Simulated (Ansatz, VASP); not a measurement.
# One calculation of B, two programs

File INCAR:

```
SYSTEM = B
  ALGO = Normal
  EDIFF = 1E-6
  ENCUT = 520
  GGA = RP
  ISIF = 2
  ISMEAR = -1
  LASPH = .TRUE.
  LCHARG = .FALSE.
  LREAL = .FALSE.
  LWAVE = .FALSE.
  NBANDS = 10
  NELM = 80
  PREC = Accurate
  SIGMA = 0.1
```

File KPOINTS:

```
k-points
0
G
  15 15 15
  0 0 0
```

The input POSCAR:

```
B
1.0
    0.0000000000      1.9827171318      1.9827171318
    1.9827171318      0.0000000000      1.9827171318
    1.9827171318      1.9827171318      0.0000000000
B
2
Direct
    0.1250000000      0.1250000000      0.1250000000
    0.8750000000      0.8750000000      0.8750000000
```

Input for Ansatz:

```yaml
crystal:
  lattice:
    - [0.0, 1.9827171318, 1.9827171318]
    - [1.9827171318, 0.0, 1.9827171318]
    - [1.9827171318, 1.9827171318, 0.0]
  atoms:
    - { symbol: B, position: [0.125, 0.125, 0.125] }
    - { symbol: B, position: [0.875, 0.875, 0.875] }
hamiltonian:
  xc: rpbe
  pseudopotentials:
    kind: paw
    azcp:
      B: "pseudopotentials/B.paw.azcp"
basis:
  ecutwfc: 420
  fft_grid_basis: typed
kpoints:
  mp_grid: { grid: [15, 15, 15], shift: [0, 0, 0] }
magnetization:
  spin_polarized: false
scf:
  occupations: { method: fermi_dirac, width: 0.1 }
  lower_state_search: "off"
output:
  stress: true
```

Alike in both runs: task single point; functional RPBE; k mesh 15 × 15 × 15; occupations fermi-dirac, width 0.1 eV; no spin polarisation.

|  | VASP | Ansatz |
| --- | --- | --- |
| version | VASP 6.6.1 | Ansatz 0.2.0 |
| potentials or method | VASP PAW PBE potentials, release 64 (B), cutoff 520 eV | plane waves (420 eV) with PAW, scalar-relativistic |
| valence electrons in the cell | 6 | 6 |

|  | VASP | Ansatz | Ansatz less VASP |
| --- | --- | --- | --- |
| pressure (GPa) | 16.3 | 16.3 | +0.07 |

VASP's potentials were made for PBE, not for RPBE.
